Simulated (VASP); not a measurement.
Runs of VASP 6.6.1 on CuO (Tenorite). The structure is that of space group P4_2/mmc (No. 131), or close to it. The cells are those of the table. 

| level | potentials or basis | U | cell | cutoff (eV) | smearing | gap on the mesh (eV) | pressure (GPa) |
| --- | --- | --- | --- | --- | --- | --- | --- |
| PBEsol | VASP PAW PBE potentials, release 64 (Cu, O) | - | a = 2.895, b = 2.895, c = 5.090 Å, 4 atoms | 520 | fermi-dirac 0.05 eV | none | 0.8 |
| PBEsol+D3(BJ) | VASP PAW PBE potentials, release 64 (Cu, O) | - | a = 2.864, b = 2.864, c = 5.085 Å, angles 90.0, 90.0, 89.6°, 4 atoms | 520 | fermi-dirac 0.05 eV | none | 0.8 |
| revPBE+D3(BJ) | VASP PAW PBE potentials, release 64 (Cu, O) | - | a = 2.901, b = 2.901, c = 5.168 Å, angles 90.0, 90.0, 89.6°, 4 atoms | 520 | fermi-dirac 0.05 eV | none | 0.8 |
| r2SCAN+U | VASP PAW PBE potentials, release 64 (Cu, O) | Cu d U = 6.0 eV | a = 2.912, b = 2.912, c = 5.154 Å, angles 91.0, 91.0, 89.6°, 4 atoms | 520 | fermi-dirac 0.05 eV | none | -5.6 |
| PBEsol | VASP PAW PBE potentials, release 64 (Cu, O) | - | a = 2.895, b = 2.895, c = 5.090 Å, angles 90.0, 90.0, 89.8°, 4 atoms | 520 | fermi-dirac 0.05 eV | none | 0.8 |
| r2SCAN | VASP PAW PBE potentials, release 64 (Cu, O) | - | a = 2.878, b = 2.878, c = 5.120 Å, angles 90.0, 90.0, 89.8°, 4 atoms | 520 | fermi-dirac 0.05 eV | none | 3.0 |
| PBE+D3(BJ) | VASP PAW PBE potentials, release 64 (Cu, O) | - | a = 2.912, b = 2.912, c = 5.141 Å, angles 90.0, 90.0, 89.7°, 4 atoms | 520 | fermi-dirac 0.05 eV | none | 0.7 |
| LDA | VASP PAW LDA potentials, release 64 (Cu, O) | - | a = 2.854, b = 2.854, c = 5.042 Å, angles 90.0, 90.0, 89.7°, 4 atoms | 600 | gaussian 0.1 eV | none | 0.9 |
| r2SCAN | VASP PAW PBE potentials, release 64 (Cu, O) | - | a = 2.894, b = 2.894, c = 5.124 Å, angles 90.0, 90.0, 89.8°, 4 atoms | 520 | fermi-dirac 0.05 eV | none | (a) |
| LDA | VASP PAW LDA potentials, release 64 (Cu, O) | - | a = 2.854, b = 2.854, c = 5.042 Å, angles 90.0, 90.0, 89.7°, 4 atoms | 520 | fermi-dirac 0.05 eV | none | 1.1 |
| r2SCAN+U | VASP PAW PBE potentials, release 64 (Cu, O) | Cu d U = 5.0 eV | a = 2.908, b = 2.908, c = 5.149 Å, angles 90.7, 90.7, 89.0°, 4 atoms | 520 | fermi-dirac 0.05 eV | none | (c) |
| PBEsol+D3(BJ) | VASP PAW PBE potentials, release 64 (Cu, O) | - | a = 2.870, b = 2.870, c = 5.086 Å, angles 90.0, 90.0, 89.8°, 4 atoms | 520 | fermi-dirac 0.05 eV | none | (b) |

Alike in all rows: task single point; no spin polarisation; k mesh 10 × 10 × 5.

Question: Estimate the missing entries.

Answer: (a) 1.0; (b) 0.1; (c) -4.5.

Caveats: semilocal functionals often make such compounds metallic where correlation or magnetic order opens a gap, which also shifts bond lengths (some runs); the PAW data sets were made with another functional, which shifts forces and pressure a little (some runs); pairwise dispersion overbinds metals, which lowers pressure and volume (some runs); U without spin polarisation on a metal has little footing (some runs); three body term missing (some runs).

A gap of «none» marks levels without a gap at the run's occupations.
